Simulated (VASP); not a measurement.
Set up this calculation in VASP 6.6.1, as the native input.

| Item | Value |
| --- | --- |
| Task | single point |
| Functional | PBE |
| Potentials or basis | VASP PAW PBE potentials, release 64 (B, As) |
| Cutoff | 520 eV |
| k mesh | 8 × 8 × 8 |
| Occupations | fermi-dirac, width 0.05 eV |
| Spin | no spin polarisation |
| Dipole correction | no |
| Further INCAR settings | ALGO = Normal; EDIFF = 1e-07; NBANDS = 11 |

The structure of BAs lies in POSCAR:

```
BAs
1.0
    2.7515123575      0.0000000000      0.0000000000
    0.0000000000      2.7515123575      0.0000000000
    0.0000000000      0.0000000000      2.7515123575
B As
1 1
Direct
    0.0000000000      0.0000000000      0.0000000000
    0.5000000000      0.5000000000      0.5000000000
```

The input as run:

INCAR

```
SYSTEM = BAs
PREC     = Accurate       ! precision mode
ENCUT    = 520            ! plane-wave cutoff, eV
EDIFF    = 1E-7           ! SCF threshold, eV
ISMEAR   = -1             ! smearing method
SIGMA    = 0.05           ! smearing width, eV
LREAL    = .False.        ! projectors in reciprocal space
LASPH    = .True.         ! aspherical terms in the spheres
NELM     = 100            ! most SCF steps
ALGO     = Normal         ! electronic algorithm
ISIF     = 2              ! what is computed and relaxed
LWAVE    = .False.        ! write WAVECAR
LCHARG   = .False.        ! write CHGCAR
GGA      = PE             ! functional
NBANDS   = 11             ! bands
```

KPOINTS

```
Automatic mesh
0
Gamma
  8 8 8
  0 0 0
```

Potentials or basis: VASP PAW PBE potentials, release 64 (B, As).

Launch:

```bash
$ cat potpaw_PBE.64/B/POTCAR potpaw_PBE.64/As/POTCAR > POTCAR
$ mpirun -np 1 vasp_std > vasp.out
```

It gave:

```
Pressure               : 30.7 GPa
Band gap on the k mesh : zero (band 4 reaches 12.51 eV, above the bottom of band 5 at 6.69 eV)
```

Wall time 10 s on 1 thread of AMD EPYC 7R13, with other jobs on the host, peak memory 0.1 GiB.
